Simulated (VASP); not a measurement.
# TiO2 (P3_121) in VASP: settings compared, part 2 of 2

VASP 6.6.1.

## 3. Single point, r2SCAN+rVV10

This run uses another cell than the first one, of 16.49 Å³/atom, 0.866 times its volume.

Input file POSCAR:

```
TiO2
1.0
    5.3955399781      0.0000000000      0.0000000000
   -2.6977699891      4.6726746882      0.0000000000
    0.0000000000      0.0000000000      5.8851596441
Ti O
3 6
Direct
    0.4510590195      0.0000000000      0.3333333333
    0.0000000000      0.4510590195      0.6666666667
    0.5489409805      0.5489409805      0.0000000000
    0.5889513164      0.8837919358      0.1011219499
    0.7051593806      0.1162080642      0.5655447168
    0.2948406194      0.4110486836      0.7677886165
    0.8837919358      0.5889513164      0.8988780501
    0.1162080642      0.7051593806      0.4344552832
    0.4110486836      0.2948406194      0.2322113835
```

Input file INCAR.step1:

```
SYSTEM = TiO2
PREC = Accurate ; ENCUT = 520
ISMEAR = -1 ; SIGMA = 0.05
LREAL = .FALSE. ; LASPH = .TRUE.
NELM = 80 ; NBANDS = 46
GGA = PE ; ALGO = Normal
EDIFF = 1E-4 ; LWAVE = .TRUE.
LCHARG = .FALSE.
```

Input file INCAR.step2:

```
SYSTEM = TiO2
PREC = Accurate ; ENCUT = 520
EDIFF = 1E-6 ; ISMEAR = -1
SIGMA = 0.05 ; LREAL = .FALSE.
LASPH = .TRUE. ; NELM = 80
ALGO = Normal ; ISIF = 2
LWAVE = .FALSE. ; LCHARG = .FALSE.
METAGGA = R2SCAN ; LMIXTAU = .TRUE.
LUSE_VDW = .TRUE. ; IVDW_NL = 2
BPARAM = 11.95 ; CPARAM = 0.0093
NBANDS = 46 ; ISTART = 1
```

Input file KPOINTS:

```
regular mesh
0
G
  6 6 5
  0 0 0
```

Potentials or basis: VASP PAW PBE potentials, release 64 (Ti_sv, O).

Started as:

```
$ cat potpaw_PBE.64/Ti_sv/POTCAR potpaw_PBE.64/O/POTCAR > POTCAR
$ cp INCAR.step1 INCAR
$ mpirun -np 1 vasp_std > vasp.out
$ cp INCAR.step2 INCAR
$ mpirun -np 1 vasp_std > vasp.out
```

OUTCAR:

```text
SYSTEM = TiO2
   PREC = Accurate
   ENCUT = 520
   EDIFF = 1E-6
   ISMEAR = -1
   LREAL = .FALSE.
   LASPH = .TRUE.
   NELM = 80
   ISIF = 2
   METAGGA = R2SCAN
   IVDW_NL = 2
   BPARAM = 11.95
   ISTART = 1

 ion  position               nearest neighbor table
   1  0.451  0.000  0.333-   9 1.81   8 1.81   4 1.81   5 1.81
   2  0.000  0.451  0.667-   6 1.81   5 1.81   7 1.81   8 1.81
   3  0.549  0.549  0.000-   7 1.81   4 1.81   6 1.81   9 1.81
   4  0.589  0.884  0.101-   3 1.81   1 1.81
   5  0.705  0.116  0.566-   2 1.81   1 1.81
   6  0.295  0.411  0.768-   2 1.81   3 1.81
   7  0.884  0.589  0.899-   3 1.81   2 1.81
   8  0.116  0.705  0.434-   1 1.81   2 1.81
   9  0.411  0.295  0.232-   1 1.81   3 1.81

  LATTYP: Found a hexagonal cell.
 ALAT       =     5.3955399781
 C/A-ratio  =     1.0907452577

  Lattice vectors:

 A1 = (   5.3955399781,   0.0000000000,   0.0000000000)
 A2 = (  -2.6977699891,   4.6726746882,   0.0000000000)
 A3 = (   0.0000000000,   0.0000000000,   5.8851596441)

Analysis of symmetry for initial positions (statically):
=====================================================================
 Subroutine PRICEL returns:
 Original cell was already a primitive cell.

 Routine SETGRP: Setting up the symmetry group for a
 hexagonal supercell.

 Subroutine GETGRP returns: Found  6 space group operations
 (whereof  2 operations were pure point group operations)
 out of a pool of 24 trial point group operations.

The static configuration has the point symmetry C_2 .
 The point group associated with its full space group is D_3 .

Analysis of symmetry for dynamics (positions and initial velocities):
=====================================================================
 Subroutine PRICEL returns:
 Original cell was already a primitive cell.

 Routine SETGRP: Setting up the symmetry group for a
 hexagonal supercell.

 Subroutine GETGRP returns: Found  6 space group operations
 (whereof  2 operations were pure point group operations)
 out of a pool of 24 trial point group operations.

The dynamic configuration has the point symmetry C_2 .
 The point group associated with its full space group is D_3 .

 Subroutine INISYM returns: Found  6 space group operations
 (whereof  2 operations are pure point group operations),
 and found     1 'primitive' translations

----------------------------------------------------------------------------------------

                                     Primitive cell

  volume of cell :     148.3743

  direct lattice vectors                    reciprocal lattice vectors
     5.395539978  0.000000000  0.000000000     0.185338262  0.107005095  0.000000000
    -2.697769989  4.672674688  0.000000000     0.000000000  0.214010190  0.000000000
     0.000000000  0.000000000  5.885159644     0.000000000  0.000000000  0.169918925

  length of vectors
     5.395539978  5.395539978  5.885159644     0.214010190  0.214010190  0.169918925

  position of ions in fractional coordinates (direct lattice)
     0.451059020  0.000000000  0.333333333
     1.000000000  0.451059020  0.666666667
     0.548940980  0.548940980  0.000000000
     0.588951316  0.883791936  0.101121950
     0.705159381  0.116208064  0.565544717
     0.294840619  0.411048684  0.767788616
[... 43 lines left out ...]
            Coordinates               Weight
  0.000000  0.000000  0.000000      1.000000
  0.166667  0.000000  0.000000      6.000000
  0.333333  0.000000  0.000000      6.000000
  0.500000  0.000000  0.000000      3.000000
  0.166667  0.166667  0.000000      6.000000
  0.333333  0.166667  0.000000     12.000000
[... 16 lines left out ...]
  0.500000  0.000000  0.400000      6.000000
  0.166667  0.166667  0.400000     12.000000
 [... further k-points ...]
   k-points           NKPTS =     27   k-points in BZ     NKDIM =     27   number of bands    NBANDS=     46
   number of dos      NEDOS =    301   number of ions     NIONS =      9
   total plane-waves  NPLWV =  76800
   dimension x,y,z NGX =    40 NGY =   40 NGZ =   48
   dimension x,y,z NGXF=    80 NGYF=   80 NGZF=   96
   ions per type =               3   6
   NGX,Y,Z   is equivalent  to a cutoff of  12.32, 12.32, 13.56 a.u.
   NGXF,Y,Z  is equivalent  to a cutoff of  24.65, 24.65, 27.12 a.u.
 SYSTEM =  TiO2
   PREC   = accura    normal or accurate (medium, high low for compatibility)
   ISTART =      1    job   : 0-new  1-cont  2-samecut
   ICHARG =      0    charge: 1-file 2-atom 10-const
   ISPIN  =      1    spin polarized calculation?
   LNONCOLLINEAR =      F non collinear calculations
   LSORBIT =      F    spin-orbit coupling
   LASPH  =      T    aspherical Exc in radial PAW
   ENCUT  =  520.0 eV  38.22 Ry    6.18 a.u.  10.03 10.03 10.94*2*pi/ulx,y,z
   NELM   =     80;   NELMIN=  2; NELMDL=  0     # of ELM steps
   EDIFF  = 0.1E-05   stopping-criterion for ELM
   LREAL  =      F    real-space projection
   EDIFFG = 0.1E-04   stopping-criterion for IOM
   NSW    =      0    number of steps for IOM
   IBRION =     -1    ionic relax: 0-MD 1-quasi-New 2-CG
   NFREE  =      0    steps in history (QN), initial steepest desc. (CG)
   ISIF   =      2    stress and relaxation
   ISYM   =      2    0-nonsym 1-usesym 2-fastsym
   POTIM  = 0.5000    time-step for ionic-motion
   TEBEG  =    0.0;   TEEND  =   0.0 temperature during run
   PSTRESS=    0.0 pullay stress
   NELECT =      72.0000    total number of electrons
   NUPDOWN=      -1.0000    fix difference up-down
   EMIN   =  10.00;   EMAX   =-10.00  energy-range for DOS
   EFERMI =   0.00;   METHOD = LEGACY
   ISMEAR =    -1;   SIGMA  =   0.05  broadening in eV -4-tet -1-fermi 0-gaus
   EFERMI_NEDOS =   21; number of points for ismear=-14 and -15
   IALGO  =     38    algorithm
   IMIX   =      4    mixing-type and parameters
     AMIX     =   0.40;   BMIX     =  1.00
     AMIX_MAG =   1.60;   BMIX_MAG =  1.00
  volume/ion in A,a.u.               =      16.49       111.25
  Fermi-wavevector in a.u.,A,eV,Ry     =   1.286469  2.431074 22.517686  1.655003
  Thomas-Fermi vector in A             =   2.418542
   LORBIT       =      0    0 simple, 1 ext, 2 COOP (PROOUT), +10 PAW based schemes
   METAGGA = R2SCAN    functional components
   LHFCALC =     F    Hartree Fock is set to
   AEXX    =    0.0000 exact exchange contribution
   IVDW_NL    =     2    kernel type
   BPARAM     =11.9500
   IVDW    =     0    specifies the selected vdW correction
   LEPSILON=     F    determine dielectric tensor
   LRPA    =     F    only Hartree local field effects (RPA)
 non-spin polarized calculation
  energy-cutoff  :      520.00
  volume of cell :      148.37
 maximum number of plane-waves:      4044
   NGX = 21   NGY = 21   NGZ = 21

 number of electron      71.9999986 magnetization

 Free energy of the ion-electron system (eV)
  ---------------------------------------------------
  ext. energy  EPLUGINS =         0.00000000
  ---------------------------------------------------
  free energy    TOTEN  =      -101.08565724 eV

  energy without entropy =     -101.08565724  energy(sigma->0) =     -101.08565724

 E-fermi :   0.4570     XC(G=0):  -9.2274

 val. band max:       -0.7808102279   @ k =   0.5000   0.0000   0.0000
 cond. band min:       3.3519449669   @ k =   0.0000   0.0000   0.4000
 fundamental gap:      4.1327551948
 Fermi energy:         0.4569947075

 k-point     1 :       0.0000    0.0000    0.0000
  band No.  band energies     occupation
      1     -58.1373      2.00000
      2     -58.1186      2.00000
      3     -58.1186      2.00000
      4     -33.5617      2.00000
      5     -33.5268      2.00000
      6     -33.5268      2.00000
[... 1165 lines left out ...]
     45       5.4851      0.00000
     46       6.2242      0.00000

 [... further k-points ...]
[... 5 lines left out ...]
  --------------------------------------------------------------------------------------
  -------------------------------------------------------------------------------------
  Total        0.8032887      0.8032887      0.8340502     -0.0000000      0.0000000      0.0000000
  in kB        8.6740816      8.6740816      9.0062509     -0.0000000      0.0000000      0.0000000
  external PRESSURE =       8.7848047 kB  Pullay stress =       0.0000000 kB

 VOLUME and BASIS-vectors are now :
 -----------------------------------------------------------------------------
  energy-cutoff  :      520.00
  volume of cell :      148.37
      direct lattice vectors                 reciprocal lattice vectors
     5.395539978  0.000000000  0.000000000     0.185338262  0.107005095  0.000000000
    -2.697769989  4.672674688  0.000000000     0.000000000  0.214010190  0.000000000
     0.000000000  0.000000000  5.885159644     0.000000000  0.000000000  0.169918925

 POSITION                                       TOTAL-FORCE (eV/Angst)
 -----------------------------------------------------------------------------------
      2.43371      0.00000      1.96172        -0.018857     -0.000000      0.000000
     -1.21685      2.10765      3.92344         0.009429     -0.016331     -0.000000
      1.48092      2.56502      0.00000         0.009429      0.016331      0.000000
      0.79344      4.12967      0.59512         0.023144      0.064521     -0.049658
      3.49121      0.54300      3.32832         0.023144     -0.064521      0.049658
      0.48191      1.92070      4.51856         0.044305     -0.052304     -0.049658
      3.17968      2.75198      5.29004         0.044305      0.052304      0.049658
     -1.27535      3.29498      2.55684        -0.067449     -0.012217     -0.049658
      1.42242      1.37769      1.36660        -0.067449      0.012217      0.049658
 -----------------------------------------------------------------------------------
    total drift:                                0.000002      0.000003     -0.000000

  FREE ENERGIE OF THE ION-ELECTRON SYSTEM (eV)
  ---------------------------------------------------
  free  energy   TOTEN  =      -101.0856572354 eV

  energy  without entropy=     -101.0856572354  energy(sigma->0) =     -101.08565724
```

Wall time 22 min (1 thread of Oxide Virtual Turin-like, shared host); peak memory 0.61 GiB.

Results:

* Free energy: -101.0857 eV
* Pressure: 0.9 GPa
* Largest force: 0.085 eV/Å
* Band gap on the k mesh: 4.13 eV, indirect (least direct gap 4.22 eV)

Forces on the atoms (eV/Å):
```
Ti  -0.019  0.000  0.000
Ti   0.009 -0.016  0.000
Ti   0.009  0.016  0.000
O    0.023  0.065 -0.050
O    0.023 -0.065  0.050
O    0.044 -0.052 -0.050
O    0.044  0.052  0.050
O   -0.067 -0.012 -0.050
O   -0.067  0.012  0.050
```

Caveat: the PAW data sets were made with another functional, which shifts forces and pressure a little.
